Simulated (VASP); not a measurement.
Runs of VASP 6.6.1 on CdSe. The structure is that of space group P6_3mc (No. 186), or close to it. The cells are those of the table. 

```tsv
task	cell	k mesh	cutoff (eV)	gap on the mesh (eV)	pressure (GPa)	relaxed volume (Å³/atom)
single point	a = 4.384, b = 4.384, c = 7.153 Å, angles 90.0, 90.0, 120.0°, 4 atoms	12 × 12 × 6	520	0.54	0.2	-
relaxation of cell and atoms	relaxed from a = 4.298, b = 4.298, c = 7.015 Å, angles 90.0, 90.0, 120.0°, 4 atoms	6 × 6 × 4	600	0.53	0.0	29.90
relaxation of cell and atoms	relaxed from a = 4.384, b = 4.384, c = 7.153 Å, angles 90.0, 90.0, 120.0°, 4 atoms	12 × 12 × 6	600	0.53	0.0	(a)
single point	a = 4.384, b = 4.384, c = 7.153 Å, angles 90.0, 90.0, 120.0°, 4 atoms	6 × 6 × 4	520	0.54	0.2	-
```

Alike in all rows: level PBE; potentials or basis VASP PAW PBE potentials, release 64 (Cd, Se); no spin polarisation; smearing gaussian 0.02 eV.

Estimate the missing entries.

(a) 29.89.

A k mesh can miss the band edges, and the runs leave out spin-orbit coupling on Cd, Se.
